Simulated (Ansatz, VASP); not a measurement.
**One calculation of Ca2P, two programs**

POSCAR

```
Ca2P
1.0
    0.0000000000      3.4135507257      3.4135507257
    3.4135507257      0.0000000000      3.4135507257
    3.4135507257      3.4135507257      0.0000000000
Ca P
2 1
Direct
    0.2500000000      0.2500000000      0.2500000000
    0.7500000000      0.7500000000      0.7500000000
    0.5000000000      0.5000000000      0.5000000000
```

INCAR.step1

```
PREC = Accurate ; ENCUT = 520
ISMEAR = 0 ; SIGMA = 0.1
LREAL = F ; LASPH = T
NELM = 100 ; NBANDS = 20
GGA = PE ; ALGO = Normal
EDIFF = 1E-4 ; LWAVE = T
LCHARG = F
```

INCAR.step2

```
PREC = Accurate ; ENCUT = 520
EDIFF = 1E-6 ; ISMEAR = 0
SIGMA = 0.1 ; LREAL = F
LASPH = T ; NELM = 100
ALGO = Normal ; ISIF = 2
LWAVE = F ; LCHARG = T
METAGGA = R2SCAN ; LMIXTAU = T
LELF = T ; LVHAR = T
NBANDS = 20 ; ISTART = 1
```

KPOINTS

```
regular mesh
0
Gamma
  12 12 12
```

Input for Ansatz:

```yaml
crystal:
  lattice:
    - [0.0, 3.4135507257, 3.4135507257]
    - [3.4135507257, 0.0, 3.4135507257]
    - [3.4135507257, 3.4135507257, 0.0]
  atoms:
    - { symbol: Ca, position: [0.25, 0.25, 0.25] }
    - { symbol: Ca, position: [0.75, 0.75, 0.75] }
    - { symbol: P, position: [0.5, 0.5, 0.5] }
basis:
  ecutwfc: 500
kpoints:
  mp_grid: { grid: [12, 12, 12] }
  band_path:
    path:
      - [[0.0, 0.0, 0.0], [0.5, 0.0, 0.5], [0.625, 0.25, 0.625]]
      - [[0.375, 0.375, 0.75], [0.0, 0.0, 0.0], [0.5, 0.5, 0.5], [0.5, 0.25, 0.75], [0.5, 0.0, 0.5]]
    npoints: 14
hamiltonian:
  xc: r2scan
scf:
  occupations: { method: gaussian, width: 0.1 }
  n_extra_bands: 7
output:
  forces: true
  stress: true
  eigenvalues: true
  populations: true
  dos: { projected: true, de: 0.02, nscf_kmesh: { grid: [15, 15, 15] } }
  bader: true
  write_density: true
  write_potential: true
  elf: true
  volumetric_format: npy
```

Alike in both runs: task single point; functional r2SCAN; k mesh 12 × 12 × 12; occupations gaussian, width 0.1 eV; no spin polarisation.

|  | VASP | Ansatz |
| --- | --- | --- |
| version | VASP 6.6.1 | Ansatz 0.2.0 |
| potentials or method | VASP PAW PBE potentials, release 64 (Ca_sv, P), cutoff 520 eV | scalar-relativistic, plane waves, PAW |
| valence electrons in the cell | 25 | 25 |

|  | VASP | Ansatz | Ansatz less VASP |
| --- | --- | --- | --- |
| gap on the k mesh at the Fermi level (eV) | none | none | - |
| pressure (GPa) | -0.1 | -0.3 | -0.22 |

VASP's potentials were made for PBE, not for r2SCAN. A gap of «none» marks a metal or a gap that the smearing closes. With one functional, cell and mesh, what is left measures potentials, basis and numerics.
